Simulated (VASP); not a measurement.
A run of VASP 6.6.1:

The input INCAR:

```
  PREC = Accurate
  ENCUT = 520
  EDIFF = 1E-7
  ISMEAR = 0
  SIGMA = 0.1
  LREAL = F
  LASPH = T
  NELM = 100
  ALGO = Normal
  ISIF = 2
  LWAVE = F
  LCHARG = T
  GGA = PE
  LELF = T
  LVHAR = T
  NBANDS = 38
```

KPOINTS

```
regular mesh
0
Gamma
  12 12 4
```

Contents of POSCAR:

```
Hf3Ta2O
1.0
    4.7770428948      0.0000000000      0.0000000000
   -2.3885214474      4.1370405019      0.0000000000
    0.0000000000      0.0000000000      9.1991407828
Hf Ta O
3 2 1
Direct
    0.0000000000      0.0000000000      0.7885781893
    0.0000000000      0.0000000000      0.2114218107
    0.0000000000      0.0000000000      0.5000000000
    0.3333333333      0.6666666667      0.5000000000
    0.6666666667      0.3333333333      0.5000000000
    0.0000000000      0.0000000000      0.0000000000
```

Potentials or basis: VASP PAW PBE potentials, release 64 (Hf_pv, Ta_pv, O).

Launch:

```console
$ cat potpaw_PBE.64/Hf_pv/POTCAR potpaw_PBE.64/Ta_pv/POTCAR potpaw_PBE.64/O/POTCAR > POTCAR
$ mpirun -np 1 vasp_std > vasp.out
```

Hardware: 1 thread of Intel(R) Xeon(R) 6975P-C (Granite Rapids) (shared host).

Task: Estimate the wall time of this run.

Result: Wall time 3.8 min on 1 thread of Intel(R) Xeon(R) 6975P-C (Granite Rapids), on a shared host, peak memory 0.52 GiB. Counts: scf iterations 20, k points 57.
